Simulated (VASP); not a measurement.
Here is a VASP 6.6.1 calculation.

INCAR

```
SYSTEM = SiGe
  ALGO = Normal
  EDIFF = 1E-6
  ENCUT = 520
  ISIF = 2
  ISMEAR = 0
  LASPH = .TRUE.
  LCHARG = .TRUE.
  LELF = .TRUE.
  LREAL = .FALSE.
  LVHAR = .TRUE.
  LWAVE = .FALSE.
  NBANDS = 26
  NELM = 100
  PREC = Accurate
  SIGMA = 0.03
```

Contents of KPOINTS:

```
k-points
0
G
  12 12 6
  0 0 0
```

The input POSCAR:

```
SiGe
1.0
    3.9700706750      0.0000000000      0.0000000000
   -1.9850353375      3.4381820594      0.0000000000
    0.0000000000      0.0000000000      6.5609628661
Si Ge
2 2
Direct
    0.6666666667      0.3333333333      0.8745031008
    0.3333333333      0.6666666667      0.3745031008
    0.6666666667      0.3333333333      0.4770391519
    0.3333333333      0.6666666667     -0.0229608481
```

Potentials or basis: VASP PAW LDA potentials, release 64 (Si, Ge_d).

The run is started by

```console
$ cat potpaw_LDA.64/Si/POTCAR potpaw_LDA.64/Ge_d/POTCAR > POTCAR
$ mpirun -np 1 vasp_std > vasp.out
```

Problem. Predict the band gap on the k mesh.

Solution. Zero (band 18 reaches 5.29 eV, above the bottom of band 19 at 4.89 eV).

Problem. Predict the largest force.

Solution. 1.239 eV/Å.

Stress tensor (GPa, compression positive):
```
-3.06  0.00  0.00
 0.00 -3.06  0.00
 0.00  0.00 -8.03
```

Caveat: forces of over 1 eV/Å act on the atoms, so gaps and moduli don't describe the material at rest.
